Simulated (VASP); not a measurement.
The system is Rh.

```
CELL_PARAMETERS angstrom
0.00000 1.79871 1.79871
1.79871 0.00000 1.79871
1.79871 1.79871 0.00000
ATOMIC_POSITIONS crystal
Rh 0.00000 0.00000 0.00000
```

Base run:

```yaml
Program: VASP 6.6.1
Functional: LDA
Potentials_or_basis: VASP PAW LDA potentials, release 64 (Rh_pv)
Cutoff: 520 eV
k_mesh: 22 × 22 × 22
Occupations: gaussian, width 0.15 eV
Spin: collinear spin, ferromagnetic start
Starting_moments: "[0.25] μB"
Fixed_moment: 0.25 μB
```

Its results: pressure 58.1 GPa; site moments Rh +0.24 μB.

Problem. The run is repeated on the same cell with these changes: fixed moment from 0.25 μB to 0.5 μB; moments at the start from [0.25] to [0.5]. What comes out?

Solution. Pressure 60.3 GPa; site moments Rh +0.49 μB.

Caveats: the cell stands under pressure; the total moment is fixed, so each spin has its own Fermi level.
